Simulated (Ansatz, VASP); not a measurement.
**Si: VASP beside Ansatz**

The input INCAR:

```
SYSTEM = Si
ALGO = Normal ; EDIFF = 1E-8
ENCUT = 520 ; GGA = PE
ISIF = 2 ; ISMEAR = -1
LASPH = .True. ; LCHARG = .False.
LEFG = .True. ; LREAL = .False.
LWAVE = .False. ; NBANDS = 11
NELM = 60 ; PREC = Accurate
SIGMA = 0.05
```

KPOINTS

```
k-points
0
Gamma
  10 10 10
  0 0 0
```

Contents of POSCAR:

```
Si
1.0
    0.0000000000      2.7135600000      2.7135600000
    2.7135600000      0.0000000000      2.7135600000
    2.7135600000      2.7135600000      0.0000000000
Si
2
Direct
    0.7500000000      0.7500000000      0.7500000000
    0.5000000000      0.5000000000      0.5000000000
```

Input for Ansatz:

```yaml
crystal:
  lattice:
    - [0.0, 2.71356, 2.71356]
    - [2.71356, 0.0, 2.71356]
    - [2.71356, 2.71356, 0.0]
  atoms:
    - { symbol: Si, position: [0.75, 0.75, 0.75] }
    - { symbol: Si, position: [0.5, 0.5, 0.5] }
kpoints:
  mp_grid: { grid: [10, 10, 10] }
scf:
  occupations: { method: fermi_dirac, width: 0.05 }
hamiltonian:
  xc: pbe
  pseudopotentials: { kind: all_electron, datasets: crystal }
output:
  forces: true
  stress: true
  eigenvalues: true
  efg: { contact_densities: true }
```

Change from the starting cell: shortest bond scaled by 1, crystal datasets.

Alike in both runs: task electric field gradients; functional PBE; k mesh 10 × 10 × 10; occupations fermi-dirac, width 0.05 eV; no spin polarisation.

|  | VASP | Ansatz |
| --- | --- | --- |
| version | VASP 6.6.1 | Ansatz 0.2.0 |
| potentials or method | VASP PAW PBE potentials, release 64 (Si), cutoff 520 eV | all-electron PAW with datasets made for the crystal, scalar-relativistic |

|  | VASP | Ansatz | Ansatz less VASP |
| --- | --- | --- | --- |
| pressure (GPa) | 2.1 | 2.2 | +0.04 |

Ansatz ran all-electron here, and VASP with PAW potentials.
